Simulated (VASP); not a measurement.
# TiB (Pnma) in VASP: notebook

Runs on TiB. Level: r2SCAN. Tasks: single point.

Everything below comes from runs of VASP 6.6.1. Logs are shortened: lines on timing, memory, paths and dates and some standing lists are left out, and cuts for length are marked.

## (1) The cell of the first run

The structure is orthorhombic, space group Pnma (No. 62). Conventional cell: a = 6.023 Å, b = 3.007 Å, c = 4.497 Å, α = 90.00°, β = 90.00°, γ = 90.00°. Within 3.1 Å of Ti (site symmetry m) lie 7 B at 2.32 to 2.50 Å and 8 Ti at 2.83 to 3.01 Å. B (site symmetry m) has 2 B at 1.79 Å and 6 Ti at 2.32 to 2.35 Å within 2.4 Å.

## (2) Single point, r2SCAN

POSCAR reads:

```
TiB
1.0
    6.0231207900      0.0000000000      0.0000000000
    0.0000000000      3.0069136000      0.0000000000
    0.0000000000      0.0000000000      4.4965716400
Ti B
4 4
Direct
    0.1771263537      0.2500000000      0.1215789417
    0.8228736463      0.7500000000      0.8784210583
    0.3228736463      0.7500000000      0.6215789417
    0.6771263537      0.2500000000      0.3784210583
    0.0302875170      0.2500000000      0.6004675976
    0.9697124830      0.7500000000      0.3995324024
    0.4697124830      0.7500000000      0.1004675976
    0.5302875170      0.2500000000      0.8995324024
```

INCAR.step1 reads:

```
PREC = Accurate
ENCUT = 520
ISMEAR = -1
SIGMA = 0.1
LREAL = F
LASPH = T
NELM = 80
NBANDS = 40
GGA = PE
ALGO = Normal
EDIFF = 1E-4
LWAVE = T
LCHARG = F
```

INCAR.step2 reads:

```
PREC = Accurate
ENCUT = 520
EDIFF = 1E-7
ISMEAR = -1
SIGMA = 0.1
LREAL = F
LASPH = T
NELM = 80
ALGO = Normal
ISIF = 2
LWAVE = F
LCHARG = F
METAGGA = R2SCAN
LMIXTAU = T
NBANDS = 40
ISTART = 1
```

KPOINTS reads:

```
regular mesh
0
Gamma
  5 10 7
```

Potentials or basis: VASP PAW PBE potentials, release 64 (Ti_sv, B).

Run with:

```
$ cat potpaw_PBE.64/Ti_sv/POTCAR potpaw_PBE.64/B/POTCAR > POTCAR
$ cp INCAR.step1 INCAR
$ mpirun -np 1 vasp_std > vasp.out
$ cp INCAR.step2 INCAR
$ mpirun -np 1 vasp_std > vasp.out
```

OUTCAR:

```text
PREC = Accurate
   ENCUT = 520
   EDIFF = 1E-7
   ISMEAR = -1
   LREAL = F
   LASPH = T
   NELM = 80
   ISIF = 2
   METAGGA = R2SCAN
   ISTART = 1

 ion  position               nearest neighbor table
   1  0.177  0.250  0.122-   7 2.32   7 2.32   6 2.32   6 2.32   5 2.33   8 2.35   5 2.50   2 2.83
                             2 2.83   3 2.84   3 2.84   3 2.84   3 2.84
   2  0.823  0.750  0.878-   8 2.32   8 2.32   5 2.32   5 2.32   6 2.33   7 2.35   6 2.50   1 2.83
                             1 2.83   4 2.84   4 2.84   4 2.84   4 2.84
   3  0.323  0.750  0.622-   5 2.32   5 2.32   8 2.32   8 2.32   7 2.33   6 2.35   7 2.50   4 2.83
                             4 2.83   1 2.84   1 2.84   1 2.84   1 2.84
   4  0.677  0.250  0.378-   6 2.32   6 2.32   7 2.32   7 2.32   8 2.33   5 2.35   8 2.50   3 2.83
                             3 2.83   2 2.84   2 2.84   2 2.84   2 2.84
   5  0.030  0.250  0.600-   6 1.79   6 1.79   3 2.32   3 2.32   2 2.32   2 2.32   1 2.33   4 2.35
                             1 2.50
   6  0.970  0.750  0.400-   5 1.79   5 1.79   4 2.32   4 2.32   1 2.32   1 2.32   2 2.33   3 2.35
                             2 2.50
   7  0.470  0.750  0.100-   8 1.79   8 1.79   1 2.32   1 2.32   4 2.32   4 2.32   3 2.33   2 2.35
                             3 2.50
   8  0.530  0.250  0.900-   7 1.79   7 1.79   2 2.32   2 2.32   3 2.32   3 2.32   4 2.33   1 2.35
                             4 2.50

  LATTYP: Found a simple orthorhombic cell.
 ALAT       =     3.0069136000
 B/A-ratio  =     1.4954109889
 C/A-ratio  =     2.0030907406

  Lattice vectors:

 A1 = (   0.0000000000,   3.0069136000,   0.0000000000)
 A2 = (   0.0000000000,   0.0000000000,   4.4965716400)
 A3 = (   6.0231207900,   0.0000000000,   0.0000000000)

Analysis of symmetry for initial positions (statically):
=====================================================================
 Subroutine PRICEL returns:
 Original cell was already a primitive cell.

 Routine SETGRP: Setting up the symmetry group for a
 simple orthorhombic supercell.

 Subroutine GETGRP returns: Found  8 space group operations
 (whereof  2 operations were pure point group operations)
 out of a pool of  8 trial point group operations.

The static configuration has the point symmetry S_2 .
 The point group associated with its full space group is D_2h.

Analysis of symmetry for dynamics (positions and initial velocities):
=====================================================================
 Subroutine PRICEL returns:
 Original cell was already a primitive cell.

 Routine SETGRP: Setting up the symmetry group for a
 simple orthorhombic supercell.

 Subroutine GETGRP returns: Found  8 space group operations
 (whereof  2 operations were pure point group operations)
 out of a pool of  8 trial point group operations.

The dynamic configuration has the point symmetry S_2 .
 The point group associated with its full space group is D_2h.

 Subroutine INISYM returns: Found  8 space group operations
 (whereof  2 operations are pure point group operations),
 and found     1 'primitive' translations

----------------------------------------------------------------------------------------

                                     Primitive cell

  volume of cell :      81.4374

  direct lattice vectors                    reciprocal lattice vectors
     6.023120790  0.000000000  0.000000000     0.166026888  0.000000000  0.000000000
     0.000000000  3.006913600  0.000000000     0.000000000  0.332566922  0.000000000
     0.000000000  0.000000000  4.496571640     0.000000000  0.000000000  0.222391653

  length of vectors
     6.023120790  3.006913600  4.496571640     0.166026888  0.332566922  0.222391653

  position of ions in fractional coordinates (direct lattice)
     0.177126354  0.250000000  0.121578942
     0.822873646  0.750000000  0.878421058
     0.322873646  0.750000000  0.621578942
     0.677126354  0.250000000  0.378421058
     0.030287517  0.250000000  0.600467598
     0.969712483  0.750000000  0.399532402
     0.469712483  0.750000000  0.100467598
     0.530287517  0.250000000  0.899532402

  ion indices of the primitive-cell ions
   primitive index   ion index
                 1           1
                 2           2
                 3           3
                 4           4
                 5           5
                 6           6
                 7           7
                 8           8

----------------------------------------------------------------------------------------

 KPOINTS: regular mesh

Automatic generation of k-mesh.
 Grid dimensions read from file:
 generate k-points for:    5   10    7

 Generating k-lattice:

  Cartesian coordinates                     Fractional coordinates (reciprocal lattice)
     0.033205378  0.000000000  0.000000000     0.200000000  0.000000000  0.000000000
     0.000000000  0.033256692  0.000000000     0.000000000  0.100000000  0.000000000
     0.000000000  0.000000000  0.031770236     0.000000000  0.000000000  0.142857143

  Length of vectors
     0.033205378  0.033256692  0.031770236

  Shift w.r.t. Gamma in fractional coordinates (k-lattice)
     0.000000000  0.000000000  0.000000000

 Subroutine IBZKPT returns following result:
 ===========================================

 Found     72 irreducible k-points:

 Following reciprocal coordinates:
            Coordinates               Weight
  0.000000  0.000000  0.000000      1.000000
  0.200000  0.000000  0.000000      2.000000
  0.400000  0.000000  0.000000      2.000000
  0.000000  0.100000  0.000000      2.000000
  0.200000  0.100000  0.000000      4.000000
  0.400000  0.100000  0.000000      4.000000
[... 16 lines left out ...]
  0.200000  0.100000  0.142857      8.000000
  0.400000  0.100000  0.142857      8.000000
 [... further k-points ...]
   k-points           NKPTS =     72   k-points in BZ     NKDIM =     72   number of bands    NBANDS=     40
   number of dos      NEDOS =    301   number of ions     NIONS =      8
   total plane-waves  NPLWV =  41472
   dimension x,y,z NGX =    48 NGY =   24 NGZ =   36
   dimension x,y,z NGXF=    96 NGYF=   48 NGZF=   72
   ions per type =               4   4
   NGX,Y,Z   is equivalent  to a cutoff of  13.25, 13.27, 13.31 a.u.
   NGXF,Y,Z  is equivalent  to a cutoff of  26.50, 26.54, 26.62 a.u.
 SYSTEM =  unknown system
   PREC   = accura    normal or accurate (medium, high low for compatibility)
   ISTART =      1    job   : 0-new  1-cont  2-samecut
   ICHARG =      0    charge: 1-file 2-atom 10-const
   ISPIN  =      1    spin polarized calculation?
   LNONCOLLINEAR =      F non collinear calculations
   LSORBIT =      F    spin-orbit coupling
   LASPH  =      T    aspherical Exc in radial PAW
   ENCUT  =  520.0 eV  38.22 Ry    6.18 a.u.  11.20  5.59  8.36*2*pi/ulx,y,z
   NELM   =     80;   NELMIN=  2; NELMDL=  0     # of ELM steps
   EDIFF  = 0.1E-06   stopping-criterion for ELM
   LREAL  =      F    real-space projection
   EDIFFG = 0.1E-05   stopping-criterion for IOM
   NSW    =      0    number of steps for IOM
   IBRION =     -1    ionic relax: 0-MD 1-quasi-New 2-CG
   NFREE  =      0    steps in history (QN), initial steepest desc. (CG)
   ISIF   =      2    stress and relaxation
   ISYM   =      2    0-nonsym 1-usesym 2-fastsym
   POTIM  = 0.5000    time-step for ionic-motion
   TEBEG  =    0.0;   TEEND  =   0.0 temperature during run
   PSTRESS=    0.0 pullay stress
   NELECT =      60.0000    total number of electrons
   NUPDOWN=      -1.0000    fix difference up-down
   EMIN   =  10.00;   EMAX   =-10.00  energy-range for DOS
   EFERMI =   0.00;   METHOD = LEGACY
   ISMEAR =    -1;   SIGMA  =   0.10  broadening in eV -4-tet -1-fermi 0-gaus
   EFERMI_NEDOS =   21; number of points for ismear=-14 and -15
   IALGO  =     38    algorithm
   IMIX   =      4    mixing-type and parameters
     AMIX     =   0.40;   BMIX     =  1.00
     AMIX_MAG =   1.60;   BMIX_MAG =  1.00
  volume/ion in A,a.u.               =      10.18        68.70
  Fermi-wavevector in a.u.,A,eV,Ry     =   1.478600  2.794148 29.745827  2.186257
  Thomas-Fermi vector in A             =   2.592861
   LORBIT       =      0    0 simple, 1 ext, 2 COOP (PROOUT), +10 PAW based schemes
   METAGGA = R2SCAN    functional components
   LHFCALC =     F    Hartree Fock is set to
   AEXX    =    0.0000 exact exchange contribution
   IVDW    =     0    specifies the selected vdW correction
   LEPSILON=     F    determine dielectric tensor
   LRPA    =     F    only Hartree local field effects (RPA)
 non-spin polarized calculation
  energy-cutoff  :      520.00
  volume of cell :       81.44
 maximum number of plane-waves:      2216
 NGX is ok and might be reduce to    48
   NGX = 23   NGY = 11   NGZ = 17

 number of electron      59.9999992 magnetization

 Free energy of the ion-electron system (eV)
  ---------------------------------------------------
  ext. energy  EPLUGINS =         0.00000000
  ---------------------------------------------------
  free energy    TOTEN  =       -88.26358901 eV

  energy without entropy =      -88.14208565  energy(sigma->0) =      -88.20283733

 E-fermi :   9.2583     XC(G=0): -13.5764

 val. band max:        9.2394946638   @ k =   0.4000   0.2000   0.0000
 cond. band min:       9.2605474707   @ k =   0.2000   0.3000   0.1429
 fundamental gap:      0.0210528069
 Fermi energy:         9.2582557028

 k-point     1 :       0.0000    0.0000    0.0000
  band No.  band energies     occupation
      1     -49.2984      2.00000
      2     -49.2256      2.00000
      3     -49.1702      2.00000
      4     -49.1251      2.00000
      5     -24.7730      2.00000
      6     -24.7652      2.00000
[... 32 lines left out ...]
     39      12.5801      0.00000
     40      13.2467      0.00000

 k-point     2 :       0.2000    0.0000    0.0000
  band No.  band energies     occupation
      1     -49.2932      2.00000
      2     -49.2367      2.00000
      3     -49.1616      2.00000
      4     -49.1276      2.00000
      5     -24.7773      2.00000
      6     -24.7723      2.00000
[... 935 lines left out ...]
     39      12.7810      0.00000
     40      13.0587      0.00000

 k-point    24 :       0.4000    0.1000    0.1429
  band No.  band energies     occupation
      1     -49.2674      2.00000
      2     -49.2483      2.00000
      3     -49.1517      2.00000
      4     -49.1403      2.00000
      5     -24.7695      2.00000
      6     -24.7499      2.00000
[... 32 lines left out ...]
     39      12.8517      0.00000
     40      13.0693      0.00000

 [... further k-points ...]
[... 5 lines left out ...]
  --------------------------------------------------------------------------------------
  -------------------------------------------------------------------------------------
  Total        5.0426118      5.4989502      4.9682461      0.0000000     -0.0000000      0.0000000
  in kB       99.2069462    108.1848201     97.7438957      0.0000000     -0.0000000      0.0000000
  external PRESSURE =     101.7118873 kB  Pullay stress =       0.0000000 kB

 VOLUME and BASIS-vectors are now :
 -----------------------------------------------------------------------------
  energy-cutoff  :      520.00
  volume of cell :       81.44
      direct lattice vectors                 reciprocal lattice vectors
     6.023120790  0.000000000  0.000000000     0.166026888  0.000000000  0.000000000
     0.000000000  3.006913600  0.000000000     0.000000000  0.332566922  0.000000000
     0.000000000  0.000000000  4.496571640     0.000000000  0.000000000  0.222391653

 POSITION                                       TOTAL-FORCE (eV/Angst)
 -----------------------------------------------------------------------------------
      1.06685      0.75173      0.54669        -0.006557     -0.000000     -0.008885
      4.95627      2.25519      3.94988         0.006557      0.000000      0.008885
      1.94471      2.25519      2.79497         0.006557     -0.000000     -0.008885
      4.07841      0.75173      1.70160        -0.006557      0.000000      0.008885
      0.18243      0.75173      2.70005         0.004616     -0.000000      0.009552
      5.84070      2.25519      1.79653        -0.004616      0.000000     -0.009552
      2.82914      2.25519      0.45176        -0.004616      0.000000      0.009552
      3.19399      0.75173      4.04481         0.004616     -0.000000     -0.009552
 -----------------------------------------------------------------------------------
    total drift:                               -0.000000     -0.000000      0.000000

  FREE ENERGIE OF THE ION-ELECTRON SYSTEM (eV)
  ---------------------------------------------------
  free  energy   TOTEN  =       -88.2635890070 eV

  energy  without entropy=      -88.1420856508  energy(sigma->0) =      -88.20283733
```

It took 8.3 min on 1 thread of AMD EPYC 9R45 (Zen 5), shared host; peak memory 0.29 GiB.

Results:

```
Free energy            : -88.2636 eV
Pressure               : 10.2 GPa
Largest force          : 0.011 eV/Å
Band gap on the k mesh : zero (bands 30 and 31 overlap by 1.77 eV)
```

Forces in eV/Å, atoms in the order of the input:
```
Ti  -0.007  0.000 -0.009
Ti   0.007  0.000  0.009
Ti   0.007  0.000 -0.009
Ti  -0.007  0.000  0.009
B    0.005  0.000  0.010
B   -0.005  0.000 -0.010
B   -0.005  0.000  0.010
B    0.005  0.000 -0.010
```

Caveat: the cell stands under pressure; the PAW data sets were made with another functional, which shifts forces and pressure a little.

## (3) Single point, r2SCAN

This run uses another cell than the first one, of 10.39 Å³/atom.

POSCAR reads:

```
TiB
1.0
    6.0646608700      0.0000000000      0.0000000000
    0.0000000000      3.0276515900      0.0000000000
    0.0000000000      0.0000000000      4.5275834600
Ti B
4 4
Direct
    0.1773281913      0.2500000000      0.1220380465
    0.8226718087      0.7500000000      0.8779619535
    0.3226718087      0.7500000000      0.6220380465
    0.6773281913      0.2500000000      0.3779619535
    0.0300838012      0.2500000000      0.5998007911
    0.9699161988      0.7500000000      0.4001992089
    0.4699161988      0.7500000000      0.0998007911
    0.5300838012      0.2500000000      0.9001992089
```

INCAR.step1 reads:

```
SYSTEM = TiB
PREC = Accurate
ENCUT = 520
ISMEAR = -1
SIGMA = 0.1
LREAL = .False.
LASPH = .True.
NELM = 80
NBANDS = 40
GGA = PE
ALGO = Normal
EDIFF = 1E-4
LWAVE = .True.
LCHARG = .False.
```

INCAR.step2 reads:

```
SYSTEM = TiB
PREC = Accurate
ENCUT = 520
EDIFF = 1E-6
ISMEAR = -1
SIGMA = 0.1
LREAL = .False.
LASPH = .True.
NELM = 80
ALGO = Normal
ISIF = 2
LWAVE = .False.
LCHARG = .False.
METAGGA = R2SCAN
LMIXTAU = .True.
NBANDS = 40
ISTART = 1
```

KPOINTS reads:

```
Automatic mesh
0
Gamma
  5 10 7
  0 0 0
```

Potentials or basis: VASP PAW PBE potentials, release 64 (Ti_sv, B).

Run with:

```
$ cat potpaw_PBE.64/Ti_sv/POTCAR potpaw_PBE.64/B/POTCAR > POTCAR
$ cp INCAR.step1 INCAR
$ mpirun -np 1 vasp_std > vasp.out
$ cp INCAR.step2 INCAR
$ mpirun -np 1 vasp_std > vasp.out
```

OUTCAR:

```text
SYSTEM = TiB
   PREC = Accurate
   ENCUT = 520
   EDIFF = 1E-6
   ISMEAR = -1
   LREAL = .False.
   LASPH = .True.
   NELM = 80
   ISIF = 2
   METAGGA = R2SCAN
   ISTART = 1

 ion  position               nearest neighbor table
   1  0.177  0.250  0.122-   7 2.33   7 2.33   6 2.34   6 2.34   5 2.34   8 2.36   5 2.53   2 2.85
                             2 2.85   3 2.86   3 2.86   3 2.86   3 2.86
   2  0.823  0.750  0.878-   8 2.33   8 2.33   5 2.34   5 2.34   6 2.34   7 2.36   6 2.53   1 2.85
                             1 2.85   4 2.86   4 2.86   4 2.86   4 2.86
   3  0.323  0.750  0.622-   5 2.33   5 2.33   8 2.34   8 2.34   7 2.34   6 2.36   7 2.53   4 2.85
                             4 2.85   1 2.86   1 2.86   1 2.86   1 2.86
[... 1259 lines left out ...]
  external PRESSURE =      51.4773563 kB  Pullay stress =       0.0000000 kB

 VOLUME and BASIS-vectors are now :
 -----------------------------------------------------------------------------
  energy-cutoff  :      520.00
  volume of cell :       83.13
      direct lattice vectors                 reciprocal lattice vectors
     6.064660870  0.000000000  0.000000000     0.164889682  0.000000000  0.000000000
     0.000000000  3.027651590  0.000000000     0.000000000  0.330288995  0.000000000
     0.000000000  0.000000000  4.527583460     0.000000000  0.000000000  0.220868375

 POSITION                                       TOTAL-FORCE (eV/Angst)
 -----------------------------------------------------------------------------------
      1.07544      0.75691      0.55254        -0.005638      0.000000     -0.007802
      4.98923      2.27074      3.97505         0.005638     -0.000000      0.007802
      1.95690      2.27074      2.81633         0.005638      0.000000     -0.007802
      4.10777      0.75691      1.71125        -0.005638      0.000000      0.007802
      0.18245      0.75691      2.71565         0.004558     -0.000000      0.015116
      5.88221      2.27074      1.81194        -0.004558      0.000000     -0.015116
      2.84988      2.27074      0.45186        -0.004558     -0.000000      0.015116
      3.21478      0.75691      4.07573         0.004558      0.000000     -0.015116
 -----------------------------------------------------------------------------------
    total drift:                               -0.000000     -0.000000      0.000000

  FREE ENERGIE OF THE ION-ELECTRON SYSTEM (eV)
  ---------------------------------------------------
  free  energy   TOTEN  =       -88.3455741810 eV

  energy  without entropy=      -88.2216427328  energy(sigma->0) =      -88.28360846
```

Run time: 8.1 min. Hardware: 1 thread of AMD EPYC 9R45 (Zen 5), shared host; peak memory 0.29 GiB.

Results:

| Property | Result |
| --- | --- |
| Free energy | -88.3456 eV |
| Pressure | 5.1 GPa |
| Largest force | 0.016 eV/Å |
| Band gap on the k mesh | zero (bands 30 and 31 overlap by 1.74 eV) |

Forces on the atoms (eV/Å):
```
Ti  -0.006  0.000 -0.008
Ti   0.006  0.000  0.008
Ti   0.006  0.000 -0.008
Ti  -0.006  0.000  0.008
B    0.005  0.000  0.015
B   -0.005  0.000 -0.015
B   -0.005  0.000  0.015
B    0.005  0.000 -0.015
```

Stress tensor (GPa, compression positive):
```
4.95 0.00 0.00
0.00 5.47 0.00
0.00 0.00 5.02
```

Levels at points of the mesh, in eV from the Fermi level:
| k point | band 27 | band 28 | band 29 | band 30 | band 31 | band 32 | band 33 | band 34 |
| --- | --- | --- | --- | --- | --- | --- | --- | --- |
| (0.00, 0.00, 0.00) | -1.10 | -0.82 | 0.69 | 0.90 | 1.06 | 1.32 | 1.63 | 1.77 |
| (0.00, 0.50, 0.00) | -2.11 | -2.11 | -0.93 | -0.93 | -0.46 | -0.46 | 3.23 | 3.23 |

Caveat: the cell stands under pressure; the PAW data sets were made with another functional, which shifts forces and pressure a little.
